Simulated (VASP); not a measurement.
# SrCl2 (P1) in VASP: relaxation of the atoms with r2SCAN

Aim: the relaxation of the atoms of SrCl2 with r2SCAN.

Program: VASP 6.6.1. These are calculated values, not measurements. Logs are shortened: lines on timing, memory, paths and dates and some standing lists are left out, and cuts for length are marked.

## Step 1: The cell of the first run

The typed cell holds 3 atoms: a = 4.933 Å, b = 4.933 Å, c = 4.933 Å, α = 60.00°, β = 60.00°, γ = 60.00°.

## Step 2: Relaxation of the atoms, r2SCAN (atoms moved at random)

File INCAR:

```
  METAGGA = R2SCAN
  ISMEAR = 0
  SIGMA = 0.03
  LWAVE = F
  LCHARG = F
  ISIF = 2
  NSW = 120
  PREC = Accurate
  LASPH = T
  LREAL = F
  ALGO = Normal
  EDIFF = 1E-7
  NELM = 120
  GGA_COMPAT = F
  IBRION = 2
  EDIFFG = -0.002
  NELMIN = 4
  ENCUT = 520
  EFERMI = MIDGAP
  LMIXTAU = T
  KPAR = 8
```

File KPOINTS:

```
Automatic mesh
0
Gamma
  6 6 6
  0 0 0
```

File POSCAR:

```
SrCl2
1.0
    0.0000000000      3.4883500000      3.4883500000
    3.4883500000      0.0000000000      3.4883500000
    3.4883500000      3.4883500000      0.0000000000
Sr Cl
1 2
Direct
    0.0241480000      0.0038080000      0.0017520000
    0.7440970000      0.7586310000      0.7348840000
    0.2649380000      0.2566170000      0.2252940000
```

Potentials or basis: VASP PAW PBE potentials, release 64 (Sr_sv, Cl).

On the command line:

```sh
$ cat potpaw_PBE.64/Sr_sv/POTCAR potpaw_PBE.64/Cl/POTCAR > POTCAR
$ mpirun -np 8 vasp_std > vasp.out
```

OUTCAR:

```text
METAGGA = R2SCAN
   ISMEAR = 0
   ISIF = 2
   NSW = 120
   PREC = Accurate
   LASPH = T
   LREAL = F
   EDIFF = 1E-7
   NELM = 120
   IBRION = 2
   EDIFFG = -0.002
   NELMIN = 4
   ENCUT = 520
   EFERMI = MIDGAP

 ion  position               nearest neighbor table
   1  0.024  0.004  0.002-   3 2.89   2 2.90   2 2.96   3 3.01   2 3.05   3 3.06   3 3.13   2 3.19

   2  0.744  0.759  0.735-   1 2.90   1 2.96   1 3.05   1 3.19
   3  0.265  0.257  0.225-   1 2.89   1 3.01   1 3.06   1 3.13

  LATTYP: Found a face centered cubic cell.
 ALAT       =     6.9767000000

  Lattice vectors:

 A1 = (   0.0000000000,   3.4883500000,   3.4883500000)
 A2 = (   3.4883500000,   0.0000000000,   3.4883500000)
 A3 = (   3.4883500000,   3.4883500000,   0.0000000000)

Analysis of symmetry for initial positions (statically):
=====================================================================
 Subroutine PRICEL returns:
 Original cell was already a primitive cell.

 Routine SETGRP: Setting up the symmetry group for a
 face centered cubic supercell.

 Subroutine GETGRP returns: Found  1 space group operations
 (whereof  1 operations were pure point group operations)
 out of a pool of 48 trial point group operations.

The static configuration has the point symmetry C_1 .

Analysis of symmetry for dynamics (positions and initial velocities):
=====================================================================
 Subroutine PRICEL returns:
 Original cell was already a primitive cell.

 Routine SETGRP: Setting up the symmetry group for a
 face centered cubic supercell.

 Subroutine GETGRP returns: Found  1 space group operations
 (whereof  1 operations were pure point group operations)
 out of a pool of 48 trial point group operations.

The dynamic configuration has the point symmetry C_1 .

 Subroutine INISYM returns: Found  1 space group operations
 (whereof  1 operations are pure point group operations),
 and found     1 'primitive' translations

----------------------------------------------------------------------------------------

                                     Primitive cell

  volume of cell :      84.8966

  direct lattice vectors                    reciprocal lattice vectors
     0.000000000  3.488350000  3.488350000    -0.143334241  0.143334241  0.143334241
     3.488350000  0.000000000  3.488350000     0.143334241 -0.143334241  0.143334241
     3.488350000  3.488350000  0.000000000     0.143334241  0.143334241 -0.143334241

[... 94 lines left out ...]
   TEBEG  =    0.0;   TEEND  =   0.0 temperature during run

   SCALEE = 1.0000    scale energy and forces
   PSTRESS=    0.0 pullay stress
   NELECT =      24.0000    total number of electrons
   NUPDOWN=      -1.0000    fix difference up-down
   EMIN   =  10.00;   EMAX   =-10.00  energy-range for DOS
   EFERMI =   0.00;   METHOD = MIDGAP
   ISMEAR =     0;   SIGMA  =   0.03  broadening in eV -4-tet -1-fermi 0-gaus
   EFERMI_NEDOS =   21; number of points for ismear=-14 and -15
   IALGO  =     38    algorithm
   IMIX   =      4    mixing-type and parameters
     AMIX     =   0.40;   BMIX     =  1.00
     AMIX_MAG =   1.60;   BMIX_MAG =  1.00
  volume/ion in A,a.u.               =      28.30       190.97
  Fermi-wavevector in a.u.,A,eV,Ry     =   1.074439  2.030396 15.706833  1.154420
  Thomas-Fermi vector in A             =   2.210267
   LORBIT       =      0    0 simple, 1 ext, 2 COOP (PROOUT), +10 PAW based schemes
   METAGGA = R2SCAN    functional components
   LHFCALC =     F    Hartree Fock is set to
   AEXX    =    0.0000 exact exchange contribution
   IVDW    =     0    specifies the selected vdW correction
   LEPSILON=     F    determine dielectric tensor
   LRPA    =     F    only Hartree local field effects (RPA)

   CSHIFT  =0.1000    complex shift for real part using Kramers Kronig

   OMEGAMAX=  -1.0    maximum frequency
 conjugate gradient relaxation of ions
 non-spin polarized calculation
 Gauss-broadening in eV      SIGMA  =   0.03
  energy-cutoff  :      520.00
  volume of cell :       84.90
 maximum number of plane-waves:      2301
 NGX is ok and might be reduce to    40
   NGX = 19   NGY = 19   NGZ = 19

--------------------------------------- Ionic step        1  -------------------------------------------

 number of electron      24.0000000 magnetization

 Free energy of the ion-electron system (eV)
  ---------------------------------------------------
  ext. energy  EPLUGINS =         0.00000000
  ---------------------------------------------------
  free energy    TOTEN  =       -35.64722344 eV

  energy without entropy =      -35.64722344  energy(sigma->0) =      -35.64722344

------------------------ aborting loop because EDIFF is reached ----------------------------------------

  FORCE on cell =-STRESS in cart. coord.  units (eV):
  Direction    XX          YY          ZZ          XY          YZ          ZX
  --------------------------------------------------------------------------------------
  -------------------------------------------------------------------------------------
  Total        0.3999673      0.3299886      0.4175501     -0.0698196      0.2201124     -0.0687423
  in kB        7.5482267      6.2275806      7.8800508     -1.3176426      4.1539859     -1.2973121
  external PRESSURE =       7.2186194 kB  Pullay stress =       0.0000000 kB
[... 283 lines left out ...]
--------------------------------------- Ionic step        9  -------------------------------------------

 number of electron      24.0000000 magnetization

 Free energy of the ion-electron system (eV)
  ---------------------------------------------------
  ext. energy  EPLUGINS =         0.00000000
  ---------------------------------------------------
  free energy    TOTEN  =       -35.69593397 eV

  energy without entropy =      -35.69593397  energy(sigma->0) =      -35.69593397

 E-fermi :   2.7629     XC(G=0):  -8.7675

 val. band max:       -0.2205962871   @ k =   0.5000   0.0000   0.5000
 cond. band min:       5.7463721653   @ k =   0.0000   0.0000   0.0000
 fundamental gap:      5.9669684524
 Fermi energy:         2.7628879391

 k-point     1 :       0.0000    0.0000    0.0000
  band No.  band energies     occupation
      1     -34.1711      2.00000
      2     -15.5412      2.00000
      3     -15.5411      2.00000
      4     -15.5410      2.00000
      5     -14.1084      2.00000
      6     -13.2336      2.00000
[... 433 lines left out ...]
      3     -15.5737      2.00000
      4     -15.5568      2.00000
      5     -13.6633      2.00000
      6     -13.3898      2.00000
[... 8 lines left out ...]
     15       7.1930      0.00000
     16       8.5865      0.00000

 [... further k-points ...]
[... 5 lines left out ...]
  --------------------------------------------------------------------------------------
  -------------------------------------------------------------------------------------
  Total        0.1795443      0.1794545      0.1795254     -0.0000494     -0.0000329     -0.0010888
  in kB        3.3883788      3.3866852      3.3880233     -0.0009328     -0.0006200     -0.0205486
  external PRESSURE =       3.3876957 kB  Pullay stress =       0.0000000 kB
[... 18 lines left out ...]
  FREE ENERGIE OF THE ION-ELECTRON SYSTEM (eV)
  ---------------------------------------------------
  free  energy   TOTEN  =       -35.6959339736 eV

  energy  without entropy=      -35.6959339736  energy(sigma->0) =      -35.69593397

 reached required accuracy - stopping structural energy minimisation
```

OSZICAR:

```text
N       E                     dE             d eps       ncg     rms          rms(c)
DAV:   1     0.123780807533E+03    0.12378E+03   -0.11804E+04  3584   0.137E+03
DAV:   2    -0.327602832305E+02   -0.15654E+03   -0.15346E+03  4696   0.259E+02
DAV:   3    -0.422698619174E+02   -0.95096E+01   -0.94983E+01  5800   0.667E+01
[... 15 lines left out ...]
DAV:   3    -0.356959322471E+02   -0.10533E-04   -0.47462E-05  5744   0.585E-02    0.197E-02
DAV:   4    -0.356959266764E+02    0.55707E-05   -0.17957E-05  4480   0.377E-02    0.745E-03
DAV:   5    -0.356959332178E+02   -0.65415E-05   -0.10408E-05  4032   0.328E-02    0.182E-03
DAV:   6    -0.356959339840E+02   -0.76618E-06   -0.14216E-06  5240   0.112E-02    0.189E-03
DAV:   7    -0.356959339736E+02    0.10411E-07   -0.11355E-07  3768   0.360E-03
   9 F= -.35695934E+02 E0= -.35695934E+02  d E =-.913646E-04
```

CONTCAR:

```text
SrCl2
   1.00000000000000
     0.0000000000000000    3.4883500000000001    3.4883500000000001
     3.4883500000000001    0.0000000000000000    3.4883500000000001
     3.4883500000000001    3.4883500000000001    0.0000000000000000
  Sr              Cl
     1     2
Direct
     0.0110484435690741    0.0063515367901691    0.9873318983725753
     0.7610371085056090    0.7563781083577117    0.7372750224800846
     0.2610974479253110    0.2563263548521184    0.2373230791473427

  0.00000000E+00  0.00000000E+00  0.00000000E+00
  0.00000000E+00  0.00000000E+00  0.00000000E+00
  0.00000000E+00  0.00000000E+00  0.00000000E+00
```

Wall time 6.2 min (8 MPI ranks of Intel Xeon 6975P-C (Granite Rapids), shared host); peak memory 0.39 GiB.

Results:

```
Free energy               : -35.6959 eV
Energy gained by relaxing : 16.2 meV/atom
Ionic steps               : 9
Pressure after relaxing   : 0.3 GPa
Band gap on the k mesh    : 5.97 eV (least direct gap 5.99 eV)
```

Step by step:
```
step  energy change (eV)  largest force (eV/Å)  pressure (GPa)
   1              0.0000                0.4953            0.72
   2             -0.0187                0.3803            0.57
   3             -0.0464                0.0937            0.35
   4             -0.0471                0.0802            0.35
   5             -0.0471                0.0795            0.35
   6             -0.0481                0.0496            0.34
   7             -0.0486                0.0205            0.34
   8             -0.0487                0.0106            0.34
   9             -0.0487                0.0003            0.34
```

Final structure:
```yaml
crystal:
  lattice:
    - [0.00000, 3.48835, 3.48835]
    - [3.48835, 0.00000, 3.48835]
    - [3.48835, 3.48835, 0.00000]
  atoms:
    - { symbol: Sr, position: [0.01105, 0.00635, 0.98733] }
    - { symbol: Cl, position: [0.76104, 0.75638, 0.73728] }
    - { symbol: Cl, position: [0.26110, 0.25633, 0.23732] }
```

Caveat: the cell differs from its parent crystal (atoms moved at random); the PAW data sets were made with another functional, which shifts forces and pressure a little. A k mesh can miss the band edges.
